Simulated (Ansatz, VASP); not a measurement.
# Al7BN8 in VASP and in Ansatz

```
CELL_PARAMETERS angstrom
3.04891 -0.00738 4.88614
3.04891 0.00738 -4.88614
-3.04891 5.28684 -0.00796
ATOMIC_POSITIONS crystal
B 0.17146 0.16184 0.33330
Al 0.16147 0.16029 0.83269
Al 0.66839 0.66834 0.33673
Al 0.67240 0.67123 0.83269
Al 0.08294 0.58528 0.17157
Al 0.58629 0.08863 0.17157
Al 0.08707 0.57269 0.65976
Al 0.57395 0.08945 0.66340
N 0.33621 0.99416 0.33037
N 0.85607 0.47880 0.33487
N 0.35629 0.96897 0.83439
N 0.86543 0.47810 0.83439
N 0.26454 0.37341 0.18314
N 0.26933 0.36520 0.63452
N 0.80973 0.91861 0.18314
N 0.76644 0.89701 0.66344
```

Alike in both runs: functional PBEsol; k mesh 8 × 8 × 8; occupations gaussian, width 0.02 eV; no spin polarisation.

Ansatz relaxed the structure, and its values are those at the end. VASP's run is a single point on that final structure, the one shown.

|  | VASP | Ansatz |
| --- | --- | --- |
| version | VASP 6.6.1 | Ansatz 0.2.0 |
| potentials or method | VASP PAW PBE potentials, release 64 (B, Al, N), cutoff 600 eV | scalar-relativistic, plane waves, PAW |
| valence electrons in the cell | 64 | 64 |

VASP gave:

| Property | Result |
| --- | --- |
| gap on the k mesh at the Fermi level (eV) | 3.59 |
| least direct gap on the mesh (eV) | 3.59 |
| pressure (GPa) | -0.1 |
| rms of the force components (eV/Å) | 0.005 |

Question: Estimate Ansatz's values.

Answer: gap on the k mesh at the Fermi level (eV): 3.59; least direct gap on the mesh (eV): 3.59; pressure (GPa): 0.0; rms of the force components (eV/Å): 0.001.

VASP's potentials were made for PBE, not for PBEsol, and Ansatz warns of the same on its side.
